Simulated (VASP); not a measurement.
Wanted: the native input for a VASP 6.6.1 run.

```
Task                   : single point
Functional             : RPBE
Potentials or basis    : VASP PAW PBE potentials, release 64 (Pd)
Cutoff                 : 520 eV
k mesh                 : 16 × 16 × 16
Occupations            : fermi-dirac, width 0.05 eV
Spin                   : collinear spin
Starting moments       : [0.5, -0.5] μB
Dipole correction      : no
Further INCAR settings : ALGO = Normal; EDIFF = 1e-07; NBANDS = 21
```

The structure of Pd lies in POSCAR:

```
Pd
1.0
    3.1679865705      0.0000000000      0.0000000000
    0.0000000000      3.1679865705      0.0000000000
    0.0000000000      0.0000000000      3.1679865705
Pd
2
Direct
    0.0000000000      0.0000000000      0.0000000000
    0.5000000000      0.5000000000      0.5000000000
```

This isn't the form of Pd at room conditions, which is fcc.

One way to write it, as run:

INCAR

```
SYSTEM = Pd
PREC = Accurate
ENCUT = 520
EDIFF = 1E-7
ISMEAR = -1
SIGMA = 0.05
LREAL = .False.
LASPH = .True.
NELM = 150
ALGO = Normal
ISIF = 2
LWAVE = .False.
LCHARG = .False.
ISPIN = 2
MAGMOM = 0.5 -0.5
LORBIT = 11
LMAXMIX = 4
GGA = RP
NBANDS = 21
```

KPOINTS

```
Automatic mesh
0
Gamma
  16 16 16
  0 0 0
```

Potentials or basis: VASP PAW PBE potentials, release 64 (Pd).

Launch:

```console
$ cat potpaw_PBE.64/Pd/POTCAR > POTCAR
$ mpirun -np 1 vasp_std > vasp.out
```

It gave:

```yaml
Pressure: -0.2 GPa
Band_gap_on_the_k_mesh: zero (filled and empty bands overlap)
Net_moment: 0.00 μB per cell
Valence_electrons_inside_the_program's_atomic_spheres: Pd 9.31
```

Caveat: the PAW data sets were made with another functional, which shifts forces and pressure a little.

Wall time 2.1 min on 1 thread of Intel Xeon 8259CL, with other jobs on the host, peak memory 0.26 GiB.
